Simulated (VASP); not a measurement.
# TePb in VASP: notebook, part 2 of 2

VASP 6.6.1. Earlier steps stand in the parts before.

### Step 3. Dielectric tensor, r2SCAN (uniaxial z strain +1.0%)

The input, INCAR:

```
ALGO = Normal
EDIFF = 1E-8
ENCUT = 520
ISIF = 2
ISMEAR = 0
LASPH = T
LCALCEPS = T
LCHARG = F
LMIXTAU = T
LREAL = F
LWAVE = F
METAGGA = R2SCAN
NELM = 80
PREC = Accurate
SIGMA = 0.01
```

The input, KPOINTS:

```
k-points
0
Gamma
  6 6 6
```

The input, POSCAR:

```
TePb
1.0
    0.0000000000      3.2678368488      3.3005152173
    3.2678368488      0.0000000000      3.3005152173
    3.2678368488      3.2678368488      0.0000000000
Pb Te
1 1
Direct
    0.0000000000      0.0000000000      0.0000000000
    0.5000000000      0.5000000000      0.5000000000
```

Potentials or basis: VASP PAW PBE potentials, release 64 (Pb_d, Te).

Command:

```bash
$ cat potpaw_PBE.64/Pb_d/POTCAR potpaw_PBE.64/Te/POTCAR > POTCAR
$ mpirun -np 1 vasp_std > vasp.out
```

OUTCAR:

```text
EDIFF = 1E-8
   ENCUT = 520
   ISIF = 2
   ISMEAR = 0
   LASPH = T
   LREAL = F
   METAGGA = R2SCAN
   NELM = 80
   PREC = Accurate

 ion  position               nearest neighbor table
   1  0.000  0.000  0.000-   2 3.27   2 3.27   2 3.27   2 3.27   2 3.30   2 3.30
   2  0.500  0.500  0.500-   1 3.27   1 3.27   1 3.27   1 3.27   1 3.30   1 3.30

  LATTYP: Found a body centered tetragonal cell.
 ALAT       =     4.6214191912
 C/A-ratio  =     1.4283556980

  Lattice vectors:

 A1 = (  -3.2678368488,   0.0000000000,   3.3005152173)
 A2 = (   3.2678368488,   0.0000000000,   3.3005152173)
 A3 = (   0.0000000000,   3.2678368488,  -3.3005152173)

Analysis of symmetry for initial positions (statically):
=====================================================================
 Subroutine PRICEL returns:
 Original cell was already a primitive cell.

 Routine SETGRP: Setting up the symmetry group for a
 body centered tetragonal supercell.

 Subroutine GETGRP returns: Found 16 space group operations
 (whereof 16 operations were pure point group operations)
 out of a pool of 16 trial point group operations.

The static configuration has the point symmetry D_4h.

Analysis of symmetry for dynamics (positions and initial velocities):
=====================================================================
 Subroutine PRICEL returns:
 Original cell was already a primitive cell.

 Routine SETGRP: Setting up the symmetry group for a
 body centered tetragonal supercell.

 Subroutine GETGRP returns: Found 16 space group operations
 (whereof 16 operations were pure point group operations)
 out of a pool of 16 trial point group operations.

The dynamic configuration has the point symmetry D_4h.

 Subroutine INISYM returns: Found 16 space group operations
[... 561 lines left out ...]
     11   10000.0000      0.00000
     12   10000.0000      0.00000
     13   10000.0000      0.00000
     14   10000.0000      0.00000

 [... further k-points ...]

------------------------ aborting loop because EDIFF is reached ----------------------------------------

            Ionic dipole moment: p[ion]=(   -19.60702   -19.60702   -19.80309 ) |e| Angst

 Total electronic dipole moment: p[elc]=(     0.00057     0.00057     0.07900 ) |e| Angst

 MACROSCOPIC STATIC DIELECTRIC TENSOR (including local field effects)
 ------------------------------------------------------
          21.872847     0.000000     0.000000
           0.000000    21.872847     0.000000
           0.000000     0.000000    21.279494
 ------------------------------------------------------

 PIEZOELECTRIC TENSOR (including local field effects) (e Angst)
          XX          YY          ZZ          XY          YZ          ZX
  --------------------------------------------------------------------------------
  x     0.00000     0.00000     0.00000     0.00000     0.00000     0.00000
  y     0.00000     0.00000     0.00000     0.00000     0.00000     0.00000
  z     0.00000     0.00000     0.00000     0.00000     0.00000     0.00000

 PIEZOELECTRIC TENSOR (including local field effects) (C/m^2)
          XX          YY          ZZ          XY          YZ          ZX
  --------------------------------------------------------------------------------
  x     0.00000     0.00000     0.00000     0.00000     0.00000     0.00000
  y     0.00000     0.00000     0.00000     0.00000     0.00000     0.00000
  z     0.00000     0.00000     0.00000     0.00000     0.00000     0.00000

 BORN EFFECTIVE CHARGES (including local field effects) (in |e|, cummulative output)
 ---------------------------------------------------------------------------------
 ion    1
    1     5.71126     0.00000     0.00000
    2     0.00000     5.71126     0.00000
    3    -0.00000    -0.00000     5.49298
 ion    2
    1    -5.71126    -0.00000    -0.00000
    2    -0.00000    -5.71126     0.00000
    3     0.00000     0.00000    -5.49298

  FORCE on cell =-STRESS in cart. coord.  units (eV):
  Direction    XX          YY          ZZ          XY          YZ          ZX
  --------------------------------------------------------------------------------------
  -------------------------------------------------------------------------------------
  Total       -0.0356584     -0.0356584     -0.4772163      0.0000000      0.0000000      0.0000000
  in kB       -0.8104759     -0.8104759    -10.8465946      0.0000000      0.0000000      0.0000000
  external PRESSURE =      -4.1558488 kB  Pullay stress =       0.0000000 kB

 VOLUME and BASIS-vectors are now :
 -----------------------------------------------------------------------------
  energy-cutoff  :      520.00
  volume of cell :       70.49
      direct lattice vectors                 reciprocal lattice vectors
     0.000000000  3.267836849  3.300515217    -0.153006415  0.153006415  0.151491500
     3.267836849  0.000000000  3.300515217     0.153006415 -0.153006415  0.151491500
     3.267836849  3.267836849  0.000000000     0.153006415  0.153006415 -0.151491500

 POSITION                                       TOTAL-FORCE (eV/Angst)
 -----------------------------------------------------------------------------------
      0.00000      0.00000      0.00000        -0.000000     -0.000000      0.000000
      3.26784      3.26784      3.30052         0.000000      0.000000      0.000000
 -----------------------------------------------------------------------------------
    total drift:                               -0.000000      0.000000      0.000000

  FREE ENERGIE OF THE ION-ELECTRON SYSTEM (eV)
  ---------------------------------------------------
  free  energy   TOTEN  =       -82.7045170933 eV

  energy  without entropy=      -82.7045170933  energy(sigma->0) =      -82.70451709
```

stdout:

```text
POSCAR found type information on POSCAR PbTe
 POSCAR found :  2 types and       2 ions
 scaLAPACK will be used
 -----------------------------------------------------------------------------
[... 111 lines left out ...]
 p_tot=( -0.196E+02 -0.195E+02 -0.198E+02 )
dp_tot=(  0.517E-03  0.621E-01  0.506E-03 )  diag[e(oo)]=(    ---   16.94541    ---   )
 p_tot=( -0.196E+02 -0.195E+02 -0.198E+02 )
dp_tot=(  0.529E-03  0.678E-01  0.528E-03 )  diag[e(oo)]=(    ---   18.39820    ---   )
 p_tot=( -0.196E+02 -0.195E+02 -0.198E+02 )
dp_tot=(  0.537E-03  0.721E-01  0.543E-03 )  diag[e(oo)]=(    ---   19.49665    ---   )
 p_tot=( -0.196E+02 -0.195E+02 -0.198E+02 )
dp_tot=(  0.544E-03  0.753E-01  0.553E-03 )  diag
```

It took 56 min on 1 thread of Intel Xeon Platinum 8488C (Sapphire Rapids), shared host; peak memory 0.58 GiB.

What came out:

```yaml
Band_gap_on_the_k_mesh: 1.11 eV
Electronic_dielectric_tensor_diagonal: 21.87, 21.87, 21.28
Born_charges_mean_of_the_diagonal: Pb +5.64; Te -5.64 e
```

Electronic dielectric tensor:
```
21.87  0.00  0.00
 0.00 21.87  0.00
 0.00  0.00 21.28
```

Born effective charge tensors (e):
atom 1, Pb
```
5.71 0.00 0.00
0.00 5.71 0.00
0.00 0.00 5.49
```
atom 2, Te
```
-5.71  0.00  0.00
 0.00 -5.71  0.00
 0.00  0.00 -5.49
```

Dipole moments of the cell (e·Å, modulo the quantum): ionic -19.607, -19.607, -19.803; electronic 0.001, 0.001, 0.079

Caveat: the cell differs from its parent crystal (uniaxial z strain +1.0%); the PAW data sets were made with another functional, which shifts forces and pressure a little; spin-orbit coupling is left out, which moves the levels of the heavy elements.

### Step 4. Dielectric tensor, r2SCAN

This run uses another cell than the first one, of 34.90 Å³/atom.

The input, INCAR:

```
ALGO = Normal ; EDIFF = 1E-8
ENCUT = 520 ; ISIF = 2
ISMEAR = 0 ; LASPH = T
LCALCEPS = T ; LCHARG = F
LMIXTAU = T ; LREAL = F
LWAVE = F ; METAGGA = R2SCAN
NELM = 60 ; PREC = Accurate
SIGMA = 0.01
```

KPOINTS is that of step 3.

The input, POSCAR:

```
TePb
1.0
    0.0000000000      3.2678368488      3.2678368488
    3.2678368488      0.0000000000      3.2678368488
    3.2678368488      3.2678368488      0.0000000000
Pb Te
1 1
Direct
    0.0000000000      0.0000000000      0.0000000000
    0.5000000000      0.5000000000      0.5000000000
```

Potentials or basis: VASP PAW PBE potentials, release 64 (Pb_d, Te).

Command:

```bash
$ cat potpaw_PBE.64/Pb_d/POTCAR potpaw_PBE.64/Te/POTCAR > POTCAR
$ mpirun -np 1 vasp_std > vasp.out
```

OUTCAR:

```text
EDIFF = 1E-8
   ENCUT = 520
   ISIF = 2
   ISMEAR = 0
   LASPH = T
   LREAL = F
   METAGGA = R2SCAN
   NELM = 60
   PREC = Accurate

 ion  position               nearest neighbor table
   1  0.000  0.000  0.000-   2 3.27   2 3.27   2 3.27   2 3.27   2 3.27   2 3.27
   2  0.500  0.500  0.500-   1 3.27   1 3.27   1 3.27   1 3.27   1 3.27   1 3.27

  LATTYP: Found a face centered cubic cell.
 ALAT       =     6.5356736976

  Lattice vectors:

 A1 = (   0.0000000000,   3.2678368488,   3.2678368488)
 A2 = (   3.2678368488,   0.0000000000,   3.2678368488)
 A3 = (   3.2678368488,   3.2678368488,   0.0000000000)

Analysis of symmetry for initial positions (statically):
=====================================================================
 Subroutine PRICEL returns:
 Original cell was already a primitive cell.

 Routine SETGRP: Setting up the symmetry group for a
 face centered cubic supercell.

 Subroutine GETGRP returns: Found 48 space group operations
 (whereof 48 operations were pure point group operations)
[... 597 lines left out ...]

 PIEZOELECTRIC TENSOR (including local field effects) (C/m^2)
          XX          YY          ZZ          XY          YZ          ZX
  --------------------------------------------------------------------------------
  x     0.00000     0.00000     0.00000     0.00000     0.00000     0.00000
  y     0.00000     0.00000     0.00000     0.00000     0.00000     0.00000
  z     0.00000     0.00000     0.00000     0.00000     0.00000     0.00000

 BORN EFFECTIVE CHARGES (including local field effects) (in |e|, cummulative output)
 ---------------------------------------------------------------------------------
 ion    1
    1     5.64679     0.00000     0.00000
    2     0.00000     5.64679     0.00000
    3     0.00000    -0.00000     5.64679
 ion    2
    1    -5.64679    -0.00000    -0.00000
    2    -0.00000    -5.64679    -0.00000
    3    -0.00000     0.00000    -5.64679

  FORCE on cell =-STRESS in cart. coord.  units (eV):
  Direction    XX          YY          ZZ          XY          YZ          ZX
  --------------------------------------------------------------------------------------
  -------------------------------------------------------------------------------------
  Total       -0.0065020     -0.0065020     -0.0065020      0.0000000     -0.0000000      0.0000000
  in kB       -0.1492599     -0.1492599     -0.1492599      0.0000000     -0.0000000      0.0000000
  external PRESSURE =      -0.1492599 kB  Pullay stress =       0.0000000 kB

 VOLUME and BASIS-vectors are now :
 -----------------------------------------------------------------------------
  energy-cutoff  :      520.00
  volume of cell :       69.79
      direct lattice vectors                 reciprocal lattice vectors
     0.000000000  3.267836849  3.267836849    -0.153006415  0.153006415  0.153006415
     3.267836849  0.000000000  3.267836849     0.153006415 -0.153006415  0.153006415
     3.267836849  3.267836849  0.000000000     0.153006415  0.153006415 -0.153006415

 POSITION                                       TOTAL-FORCE (eV/Angst)
 -----------------------------------------------------------------------------------
      0.00000      0.00000      0.00000        -0.000000      0.000000      0.000000
      3.26784      3.26784      3.26784         0.000000     -0.000000     -0.000000
 -----------------------------------------------------------------------------------
    total drift:                               -0.000000      0.000000      0.000000

  FREE ENERGIE OF THE ION-ELECTRON SYSTEM (eV)
  ---------------------------------------------------
  free  energy   TOTEN  =       -82.7068083013 eV

  energy  without entropy=      -82.7068083013  energy(sigma->0) =      -82.70680830
```

stdout:

```text
POSCAR found type information on POSCAR PbTe
 POSCAR found :  2 types and       2 ions
 scaLAPACK will be used
 -----------------------------------------------------------------------------
[... 111 lines left out ...]
 p_tot=( -0.196E+02 -0.196E+02 -0.196E+02 )
dp_tot=(  0.503E-03  0.542E-01  0.501E-03 )  diag[e(oo)]=(    ---   15.06188    ---   )
 p_tot=( -0.196E+02 -0.195E+02 -0.196E+02 )
dp_tot=(  0.539E-03  0.618E-01  0.539E-03 )  diag[e(oo)]=(    ---   17.02884    ---   )
 p_tot=( -0.196E+02 -0.195E+02 -0.196E+02 )
dp_tot=(  0.559E-03  0.674E-01  0.559E-03 )  diag[e(oo)]=(    ---   18.48696    ---   )
 p_tot=( -0.196E+02 -0.195E+02 -0.196E+02 )
dp_tot=(  0.571E-03  0.717E-01  0.571E-03 )  diag
```

Wall time 46 min (1 thread of Intel Xeon Platinum 8488C (Sapphire Rapids), shared host); peak memory 0.45 GiB.

What came out:

| Quantity | Value |
| --- | --- |
| Band gap on the k mesh | 1.09 eV |
| Electronic dielectric tensor (diagonal) | 21.97 |
| Born charges (mean of the diagonal) | Pb +5.65; Te -5.65 e |

Electronic dielectric tensor:
```
21.97  0.00  0.00
 0.00 21.97  0.00
 0.00  0.00 21.97
```

Born effective charge tensors (e):
atom 1, Pb
```
5.65 0.00 0.00
0.00 5.65 0.00
0.00 0.00 5.65
```
atom 2, Te
```
-5.65  0.00  0.00
 0.00 -5.65  0.00
 0.00  0.00 -5.65
```

Dipole moments of the cell (e·Å, modulo the quantum): ionic -19.607, -19.607, -19.607; electronic 0.001, 0.001, 0.081

Caveat: the PAW data sets were made with another functional, which shifts forces and pressure a little; spin-orbit coupling is left out, which moves the levels of the heavy elements. A k mesh can miss the band edges.

### Step 5. Overview

```csv
cell,gap on the mesh (eV)
"a = 4.598, b = 4.598, c = 4.621 Å, angles 59.8, 59.8, 60.3°, 2 atoms",1.07
"a = 4.645, b = 4.645, c = 4.621 Å, angles 60.2, 60.2, 59.7°, 2 atoms",1.11
"a = 4.621 Å, angles 60.0°, 2 atoms",1.09
```

Alike in all rows: task dielectric tensor; level r2SCAN; potentials or basis VASP PAW PBE potentials, release 64 (Pb_d, Te); no spin polarisation; k mesh 6 × 6 × 6; cutoff (eV) 520; smearing gaussian 0.01 eV.

Caveats: the PAW data sets were made with another functional, which shifts forces and pressure a little; spin-orbit coupling is left out, which moves the levels of the heavy elements.

Absolute energies hang on the potentials; compare differences alone.
